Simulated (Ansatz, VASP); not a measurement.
# Hf3N2 in VASP and in Ansatz

The input POSCAR:

```
Hf3N2
1.0
    1.5994260774      0.9234290764      7.7548432223
   -1.5994260774      0.9234290764      7.7548432223
    0.0000000000     -1.8468581527      7.7548432223
Hf N
3 2
Direct
    0.7794186600      0.7794186600      0.7794186600
    0.2205813400      0.2205813400      0.2205813400
    0.0000000000      0.0000000000      0.0000000000
    0.6119155300      0.6119155300      0.6119155300
    0.3880844700      0.3880844700      0.3880844700
```

INCAR.step1

```
SYSTEM = Hf3N2
  PREC = Accurate
  ENCUT = 520
  ISMEAR = 0
  SIGMA = 0.1
  LREAL = .FALSE.
  LASPH = .TRUE.
  NELM = 60
  NBANDS = 28
  GGA = PE
  ALGO = Normal
  EDIFF = 1E-4
  LWAVE = .TRUE.
  LCHARG = .FALSE.
```

The input INCAR.step2:

```
SYSTEM = Hf3N2
  PREC = Accurate
  ENCUT = 520
  EDIFF = 1E-6
  ISMEAR = 0
  SIGMA = 0.1
  LREAL = .FALSE.
  LASPH = .TRUE.
  NELM = 60
  ALGO = Normal
  ISIF = 2
  LWAVE = .FALSE.
  LCHARG = .TRUE.
  METAGGA = R2SCAN
  LMIXTAU = .TRUE.
  LELF = .TRUE.
  LVHAR = .TRUE.
  NBANDS = 28
  ISTART = 1
```

The input KPOINTS:

```
regular mesh
0
G
  3 3 3
  0 0 0
```

Input for Ansatz:

```yaml
crystal:
  lattice:
    - [1.5994260774, 0.9234290764, 7.7548432223]
    - [-1.5994260774, 0.9234290764, 7.7548432223]
    - [0.0, -1.8468581527, 7.7548432223]
  atoms:
    - { symbol: Hf, position: [0.77941866, 0.77941866, 0.77941866] }
    - { symbol: Hf, position: [0.22058134, 0.22058134, 0.22058134] }
    - { symbol: Hf, position: [0.0, 0.0, 0.0] }
    - { symbol: "N", position: [0.61191553, 0.61191553, 0.61191553] }
    - { symbol: "N", position: [0.38808447, 0.38808447, 0.38808447] }
basis:
  ecutwfc: 500
kpoints:
  mp_grid: { grid: [3, 3, 3] }
hamiltonian:
  xc: r2scan
scf:
  occupations: { method: gaussian, width: 0.1 }
output:
  forces: true
  stress: true
  eigenvalues: true
```

Alike in both runs: task single point; functional r2SCAN; k mesh 3 × 3 × 3; occupations gaussian, width 0.1 eV; no spin polarisation.

|  | VASP | Ansatz |
| --- | --- | --- |
| version | VASP 6.6.1 | Ansatz 0.2.0 |
| potentials or method | VASP PAW PBE potentials, release 64 (Hf_pv, N), cutoff 520 eV | scalar-relativistic, plane waves, PAW |
| valence electrons in the cell | 40 | 88 |

|  | VASP | Ansatz | Ansatz less VASP |
| --- | --- | --- | --- |
| gap on the k mesh at the Fermi level (eV) | none | none | - |
| pressure (GPa) | 0.6 | 2.5 | +1.93 |
| traceless stress, the component that is largest in VASP (GPa) | 0.36 | 0.27 | -0.082 |
| rms of the force components (eV/Å) | 0.027 | 0.040 | +0.0128 |

VASP's potentials were made for PBE, not for r2SCAN. Atom by atom the forces differ by 0.029 eV/Å (rms over components). A gap of «none» marks a metal or a gap that the smearing closes. VASP's potentials hold 40 valence electrons a cell and Ansatz's 88, so a difference there can come from the potentials and not from the codes.

The k mesh is coarse, so the values compare programs but aren't converged. Spin-orbit coupling is off throughout.
